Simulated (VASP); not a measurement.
# F (C2/m) in VASP: a series of runs, part 2 of 2

VASP 6.6.1.

**4. Single point, PBEsol**

This run uses another cell than the first one, of the same volume but with other edges.

INCAR

```
SYSTEM = F
PREC     = Accurate       ! precision mode
ENCUT    = 520            ! plane-wave cutoff, eV
EDIFF    = 1E-6           ! SCF threshold, eV
ISMEAR   = 0              ! smearing method
SIGMA    = 0.05           ! smearing width, eV
LREAL    = .False.        ! projectors in reciprocal space
LASPH    = .True.         ! aspherical terms in the spheres
NELM     = 80             ! most SCF steps
ALGO     = Normal         ! electronic algorithm
ISIF     = 2              ! what is computed and relaxed
LWAVE    = .False.        ! write WAVECAR
LCHARG   = .False.        ! write CHGCAR
GGA      = PS             ! functional
NBANDS   = 22             ! bands
```

KPOINTS

```
Automatic mesh
0
Gamma
  4 4 2
  0 0 0
```

POSCAR

```
F
1.0
    3.1338793206     -1.7724344146     -0.2417118087
    3.1338793206      1.7724344146     -0.2417118087
   -2.3650322308      0.0000000000      7.1016745989
F
4
Direct
    0.0848459664      0.0848459664      0.0940038325
    0.9151540336      0.9151540336      0.9059961675
    0.5015719855      0.5015719855      0.5937195244
    0.4984280145      0.4984280145      0.4062804756
```

Potentials or basis: VASP PAW PBE potentials, release 64 (F).

The run is started by

```
cat potpaw_PBE.64/F/POTCAR > POTCAR
mpirun -np 1 vasp_std > vasp.out
```

OUTCAR:

```text
SYSTEM = F
   PREC = Accurate
   ENCUT = 520
   EDIFF = 1E-6
   ISMEAR = 0
   LREAL = .False.
   LASPH = .True.
   NELM = 80
   ISIF = 2
   GGA = PS

 ion  position               nearest neighbor table
   1  0.085  0.085  0.094-   2 1.40
   2  0.915  0.915  0.906-   1 1.40
   3  0.502  0.502  0.594-   4 1.40
   4  0.498  0.498  0.406-   3 1.40

  LATTYP: Found a base centered monoclinic cell.
 ALAT       =     6.2863738974
 B/A-ratio  =     0.5638972303
 C/A-ratio  =     1.1906910646
 COS(beta)  =    -0.3879892014

  Lattice vectors:

 A1 = (   3.1338793206,  -1.7724344146,  -0.2417118087)
 A2 = (   3.1338793206,   1.7724344146,  -0.2417118087)
 A3 = (  -2.3650322308,   0.0000000000,   7.1016745989)

Analysis of symmetry for initial positions (statically):
=====================================================================
 Subroutine PRICEL returns:
 Original cell was already a primitive cell.

 Routine SETGRP: Setting up the symmetry group for a
 base centered monoclinic supercell.

 Subroutine GETGRP returns: Found  4 space group operations
 (whereof  4 operations were pure point group operations)
 out of a pool of  4 trial point group operations.

The static configuration has the point symmetry C_2h.

Analysis of symmetry for dynamics (positions and initial velocities):
=====================================================================
 Subroutine PRICEL returns:
 Original cell was already a primitive cell.

 Routine SETGRP: Setting up the symmetry group for a
 base centered monoclinic supercell.

 Subroutine GETGRP returns: Found  4 space group operations
 (whereof  4 operations were pure point group operations)
 out of a pool of  4 trial point group operations.

The dynamic configuration has the point symmetry C_2h.
[... 106 lines left out ...]
   EFERMI =   0.00;   METHOD = LEGACY
   ISMEAR =     0;   SIGMA  =   0.05  broadening in eV -4-tet -1-fermi 0-gaus
   EFERMI_NEDOS =   21; number of points for ismear=-14 and -15
   IALGO  =     38    algorithm
   IMIX   =      4    mixing-type and parameters
     AMIX     =   0.40;   BMIX     =  1.00
     AMIX_MAG =   1.60;   BMIX_MAG =  1.00
  volume/ion in A,a.u.               =      19.22       129.68
  Fermi-wavevector in a.u.,A,eV,Ry     =   1.169177  2.209423 18.598807  1.366974
  Thomas-Fermi vector in A             =   2.305653
   LORBIT       =      0    0 simple, 1 ext, 2 COOP (PROOUT), +10 PAW based schemes
   GGA     = PS    functional components
   LHFCALC =     F    Hartree Fock is set to
   AEXX    =    0.0000 exact exchange contribution
   IVDW    =     0    specifies the selected vdW correction
   LEPSILON=     F    determine dielectric tensor
   LRPA    =     F    only Hartree local field effects (RPA)
 non-spin polarized calculation
 Gauss-broadening in eV      SIGMA  =   0.05
  energy-cutoff  :      520.00
  volume of cell :       76.87
 maximum number of plane-waves:      2098
 NGX is ok and might be reduce to    28

 number of electron      28.0000021 magnetization

 Free energy of the ion-electron system (eV)
  ---------------------------------------------------
  ext. energy  EPLUGINS =         0.00000000
  ---------------------------------------------------
  free energy    TOTEN  =        -7.79084034 eV

  energy without entropy =       -7.79084034  energy(sigma->0) =       -7.79084034

 E-fermi :  -5.4633     XC(G=0):  -6.7522

 val. band max:       -5.7532973804   @ k =   0.5000   0.5000   0.0000
 cond. band min:      -2.6841892930   @ k =   0.0000   0.0000   0.0000
 fundamental gap:      3.0691080873
 Fermi energy:        -5.4633271538

 k-point     1 :       0.0000    0.0000    0.0000
  band No.  band energies     occupation
      1     -30.9513      2.00000
      2     -30.7985      2.00000
      3     -24.2399      2.00000
      4     -23.9836      2.00000
      5     -12.4723      2.00000
      6     -11.8917      2.00000
[... 339 lines left out ...]
     21       9.0364      0.00000
     22       9.2153      0.00000

------------------------ aborting loop because EDIFF is reached ----------------------------------------

  FORCE on cell =-STRESS in cart. coord.  units (eV):
  Direction    XX          YY          ZZ          XY          YZ          ZX
  --------------------------------------------------------------------------------------
  -------------------------------------------------------------------------------------
  Total       -0.0047277     -0.2468850      1.2321260      0.0000000      0.0000000      0.0934775
  in kB       -0.0985407     -5.1459194     25.6816812      0.0000000      0.0000000      1.9483869
  external PRESSURE =       6.8124070 kB  Pullay stress =       0.0000000 kB

 VOLUME and BASIS-vectors are now :
 -----------------------------------------------------------------------------
  energy-cutoff  :      520.00
  volume of cell :       76.87
      direct lattice vectors                 reciprocal lattice vectors
     3.133879321 -1.772434415 -0.241711809     0.163752776 -0.282097885  0.054533700
     3.133879321  1.772434415 -0.241711809     0.163752776  0.282097885  0.054533700
    -2.365032231  0.000000000  7.101674599     0.011146943  0.000000000  0.144524065

 POSITION                                       TOTAL-FORCE (eV/Angst)
 -----------------------------------------------------------------------------------
      0.30947      0.00000      0.62657         0.271028      0.000000      0.541154
      3.59325      0.00000      5.99168        -0.271028      0.000000     -0.541154
      1.73957      0.00000      3.97393        -0.180470      0.000000      0.575626
      2.16316      0.00000      2.64432         0.180470      0.000000     -0.575626
 -----------------------------------------------------------------------------------
    total drift:                                0.000000      0.000000     -0.000000

  FREE ENERGIE OF THE ION-ELECTRON SYSTEM (eV)
  ---------------------------------------------------
  free  energy   TOTEN  =        -7.7908403369 eV

  energy  without entropy=       -7.7908403369  energy(sigma->0) =       -7.79084034
```

stdout:

```text
POSCAR found type information on POSCAR F
 POSCAR found :  1 types and       4 ions
 scaLAPACK will be used
 -----------------------------------------------------------------------------
|                                                                             |
|                                                                             |
|     You enforced a specific xc type in the INCAR file but a different       |
|     I HOPE YOU KNOW WHAT YOU ARE DOING!                                     |
|                                                                             |
 -----------------------------------------------------------------------------

 LDA part: xc-table for (Slater+PW92), standard interpolation
 POSCAR, INCAR and KPOINTS ok, starting setup
 FFT: planning ... GRIDC
 FFT: planning ... GRID_SOFT
 FFT: planning ... GRID
 WAVECAR not read
 entering main loop
```

Wall time 23 s (1 thread of Intel Xeon Platinum 8375C at 2.90GHz (Ice Lake), shared host); peak memory 0.18 GiB.

What came out:

| Quantity | Value |
| --- | --- |
| Free energy | -7.7908 eV |
| Pressure | 0.7 GPa |
| Largest force | 0.605 eV/Å |
| Band gap on the k mesh | 3.07 eV, indirect (least direct gap 3.16 eV) |

Forces on the atoms (eV/Å):
```
F    0.271  0.000  0.541
F   -0.271  0.000 -0.541
F   -0.180  0.000  0.576
F    0.180  0.000 -0.576
```

Levels at points of the mesh, in eV from the valence-band top:
```
           k point  band 11  band 12  band 13  band 14  band 15  band 16  band 17  band 18
(0.00, 0.00, 0.00)    -0.34    -0.17    -0.12    -0.09     3.07     3.82     8.58    11.05
(0.50, 0.00, 0.00)    -0.37    -0.30    -0.29    -0.18     3.48     3.56    12.47    12.61
(0.50, 0.50, 0.00)    -0.33    -0.28    -0.18     0.00     3.43     3.55    12.74    12.90
(0.00, 0.00, 0.50)    -0.30    -0.19    -0.17    -0.09     3.38     3.46     9.44     9.46
(0.50, 0.00, 0.50)    -0.48    -0.33    -0.20    -0.07     3.31     3.70    12.38    13.20
(0.50, 0.50, 0.50)    -0.36    -0.25    -0.17    -0.10     3.47     3.55    12.33    12.46
```

Caveat: the k points lie up to 0.52 Å⁻¹ apart; the PAW data sets were made with another functional, which shifts forces and pressure a little.

**5. Single point, PBEsol**

This run uses another cell than the first one, of the same volume but with other edges.

INCAR

```
SYSTEM = F
ALGO = Normal
EDIFF = 1E-6
ENCUT = 520
GGA = PS
ISIF = 2
ISMEAR = 0
LASPH = .TRUE.
LCHARG = .FALSE.
LREAL = .FALSE.
LWAVE = .FALSE.
NBANDS = 22
NELM = 60
PREC = Accurate
SIGMA = 0.05
```

KPOINTS

```
k-points
0
G
  4 4 2
  0 0 0
```

POSCAR

```
F
1.0
    3.2015669656     -1.7535978857     -0.2469324638
    3.2015669656      1.7535978857     -0.2469324638
   -2.4332103348      0.0000000000      7.0333986856
F
4
Direct
    0.0848459664      0.0848459664      0.0940038325
    0.9151540336      0.9151540336      0.9059961675
    0.5015719855      0.5015719855      0.5937195244
    0.4984280145      0.4984280145      0.4062804756
```

The run is started by

```
cat potpaw_PBE.64/F/POTCAR > POTCAR
mpirun -np 1 vasp_std > vasp.out
```

Run time: 20 s. Hardware: 1 thread of Intel Xeon Platinum 8375C at 2.90GHz (Ice Lake), shared host; peak memory 0.18 GiB.

Results (log left out):

| Item | Value |
| --- | --- |
| Free energy | -7.7772 eV |
| Pressure | 1.4 GPa |
| Largest force | 0.952 eV/Å |
| Band gap on the k mesh | 3.18 eV, indirect (least direct gap 3.28 eV) |

Forces on the atoms (eV/Å):
```
F    0.436  0.000  0.844
F   -0.436  0.000 -0.844
F   -0.296  0.000  0.905
F    0.296  0.000 -0.905
```

Stress tensor (GPa, compression positive):
```
 0.31  0.00  0.31
 0.00 -0.51  0.00
 0.31  0.00  4.27
```

Levels at points of the mesh, in eV from the valence-band top:
| k point | band 12 | band 13 | band 14 | band 15 | band 16 | band 17 |
| --- | --- | --- | --- | --- | --- | --- |
| (0.00, 0.00, 0.00) | -0.17 | -0.13 | -0.09 | 3.18 | 3.92 | 8.54 |
| (0.50, 0.00, 0.00) | -0.31 | -0.30 | -0.19 | 3.59 | 3.66 | 12.44 |
| (0.50, 0.50, 0.00) | -0.27 | -0.18 | 0.00 | 3.54 | 3.64 | 12.63 |
| (0.00, 0.00, 0.50) | -0.21 | -0.17 | -0.10 | 3.49 | 3.56 | 9.42 |
| (0.50, 0.00, 0.50) | -0.35 | -0.21 | -0.07 | 3.43 | 3.80 | 12.36 |
| (0.50, 0.50, 0.50) | -0.25 | -0.17 | -0.10 | 3.57 | 3.65 | 12.16 |

Caveat: the k points lie up to 0.52 Å⁻¹ apart; the PAW data sets were made with another functional, which shifts forces and pressure a little.

**6. Single point, PBEsol**

This run uses another cell than the first one, of 17.83 Å³/atom, 0.928 times its volume.

INCAR

```
PREC = Accurate ; ENCUT = 520
EDIFF = 1E-6 ; ISMEAR = 0
SIGMA = 0.05 ; LREAL = F
LASPH = T ; NELM = 80
ALGO = Normal ; ISIF = 2
LWAVE = F ; LCHARG = T
GGA = PS ; LELF = T
LVHAR = T ; NBANDS = 22
```

KPOINTS

```
regular mesh
0
Gamma
  4 4 2
```

POSCAR

```
F
1.0
    2.8668919087     -1.7851582189     -0.2211194362
    2.8668919087      1.7851582189     -0.2211194362
   -2.1145406313      0.0000000000      7.1320259532
F
4
Direct
    0.0848459664      0.0848459664      0.0940038325
    0.9151540336      0.9151540336      0.9059961675
    0.5015719855      0.5015719855      0.5937195244
    0.4984280145      0.4984280145      0.4062804756
```

Potentials or basis: VASP PAW PBE potentials, release 64 (F).

The run is started by

```
cat potpaw_PBE.64/F/POTCAR > POTCAR
mpirun -np 1 vasp_std > vasp.out
```

Run time: 38 s. Hardware: 1 thread of AMD EPYC 7R13, shared host; peak memory 0.16 GiB.

The run converged. Its results:

```
Free energy            : -7.7775 eV
Pressure               : 1.5 GPa
Largest force          : 0.915 eV/Å
Band gap on the k mesh : 3.07 eV, indirect (least direct gap 3.15 eV)
```

Forces on the atoms (eV/Å):
```
F    0.373  0.000  0.835
F   -0.373  0.000 -0.835
F   -0.258  0.000  0.874
F    0.258  0.000 -0.874
```

Stress tensor (GPa, compression positive):
```
 0.34  0.00  0.36
 0.00 -0.49  0.00
 0.36  0.00  4.62
```

Levels at points of the mesh, in eV from the valence-band top:
```tsv
k point	band 10	band 11	band 12	band 13	band 14	band 15	band 16	band 17	band 18	band 19
(0.00, 0.00, 0.00)	-3.53	-0.29	-0.18	-0.09	-0.08	3.07	3.99	8.72	11.09	12.14
(0.50, 0.00, 0.00)	-3.63	-0.41	-0.31	-0.28	-0.15	3.57	3.67	12.71	12.87	14.42
(0.50, 0.50, 0.00)	-3.70	-0.39	-0.33	-0.23	0.00	3.50	3.69	13.11	13.62	13.74
(0.00, 0.00, 0.50)	-3.54	-0.27	-0.18	-0.14	-0.08	3.46	3.57	9.55	9.58	14.67
(0.50, 0.00, 0.50)	-3.60	-0.52	-0.32	-0.20	-0.06	3.35	3.85	12.60	13.53	13.74
(0.50, 0.50, 0.50)	-3.77	-0.43	-0.29	-0.21	-0.11	3.57	3.68	12.96	13.12	15.18
```

Caveat: the k points lie up to 0.53 Å⁻¹ apart; the PAW data sets were made with another functional, which shifts forces and pressure a little.

**7. Overview**

```csv
cell,gap on the mesh (eV),pressure (GPa),largest force (eV/Å)
"a = 3.514, b = 3.514, c = 7.577 Å, angles 108.3, 108.3, 62.0°, 4 atoms",2.84,-0.7,0.09
"a = 3.711, b = 3.711, c = 7.402 Å, angles 111.2, 111.2, 55.7°, 4 atoms",3.30,2.0,1.30
"a = 3.608, b = 3.608, c = 7.485 Å, angles 109.8, 109.8, 58.8°, 4 atoms",3.07,0.7,0.61
"a = 3.659, b = 3.659, c = 7.442 Å, angles 110.5, 110.5, 57.3°, 4 atoms",3.18,1.4,0.95
"a = 3.384, b = 3.384, c = 7.439 Å, angles 107.7, 107.7, 63.7°, 4 atoms",3.07,1.5,0.91
```

Alike in all rows: task single point; level PBEsol; potentials or basis VASP PAW PBE potentials, release 64 (F); no spin polarisation; k mesh 4 × 4 × 2; cutoff (eV) 520; smearing gaussian 0.05 eV.

Caveats: all runs use coarse meshes; the PAW data sets were made with another functional, which shifts forces and pressure a little.

Absolute energies hang on the potentials; compare differences alone.
